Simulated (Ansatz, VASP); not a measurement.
This is a calculation of Cu for VASP 6.6.1.

File INCAR:

```
SYSTEM = Cu
PREC = Accurate
ENCUT = 520
EDIFF = 1E-7
ISMEAR = -1
SIGMA = 0.05
LREAL = .FALSE.
LASPH = .TRUE.
NELM = 80
ALGO = Normal
ISIF = 2
LWAVE = .FALSE.
LCHARG = .FALSE.
GGA = PS
NBANDS = 30
```

KPOINTS

```
Automatic mesh
0
G
  12 12 4
  0 0 0
```

Contents of POSCAR:

```
Cu
1.0
    2.5137785214      0.0000000000      0.0000000000
   -1.2568892608      2.1769960591      0.0000000000
    0.0000000000      0.0000000000      8.2063649859
Cu
4
Direct
    0.6666666667      0.3333333333      0.7500000000
    0.0000000000      0.0000000000      0.5000000000
    0.3333333333      0.6666666667      0.2500000000
    0.0000000000      0.0000000000      0.0000000000
```

Potentials or basis: VASP PAW PBE potentials, release 64 (Cu).

Launch:

```sh
$ cat potpaw_PBE.64/Cu/POTCAR > POTCAR
$ mpirun -np 1 vasp_std > vasp.out
```

Problem. Set up the same calculation for Ansatz 0.2.0. Potentials there: all-electron LAPW, scalar-relativistic.

Solution. As run (the cutoff follows the program's own potentials):

The input input.yaml:

```yaml
crystal:
  lattice:
    - [2.5137785214, 0.0, 0.0]
    - [-1.2568892608, 2.1769960591, 0.0]
    - [0.0, 0.0, 8.2063649859]
  atoms:
    - { symbol: Cu, position: [0.6666666667, 0.3333333333, 0.75] }
    - { symbol: Cu, position: [0.0, 0.0, 0.5] }
    - { symbol: Cu, position: [0.3333333333, 0.6666666667, 0.25] }
    - { symbol: Cu, position: [0.0, 0.0, 0.0] }
kpoints:
  mp_grid: { grid: [12, 12, 4] }
scf:
  occupations: { method: fermi_dirac, width: 0.05 }
hamiltonian:
  xc: pbesol
  pseudopotentials: { kind: all_electron, lapw: { basis_error: 0.001 } }
output:
  forces: true
  stress: true
  eigenvalues: true
```

Potentials or basis: all-electron LAPW, scalar-relativistic.

Run with:

```bash
$ ansatz run input.yaml --threads 2 --pin off --max-ram 8192MiB --backend cpu --events-out ev --progress --plain --runs-dir out
```

Both were run:

|  | VASP | Ansatz | Ansatz less VASP |
| --- | --- | --- | --- |
| gap on the k mesh at the Fermi level (eV) | none | none | - |
| pressure (GPa) | 2.2 | 1.5 | -0.69 |
| traceless stress, the component that is largest in VASP (GPa) | -0.34 | -0.32 | +0.022 |

VASP's potentials were made for PBE, not for PBEsol. A gap of «none» marks a metal or a gap that the smearing closes. Ansatz ran all-electron here, and VASP with PAW potentials.
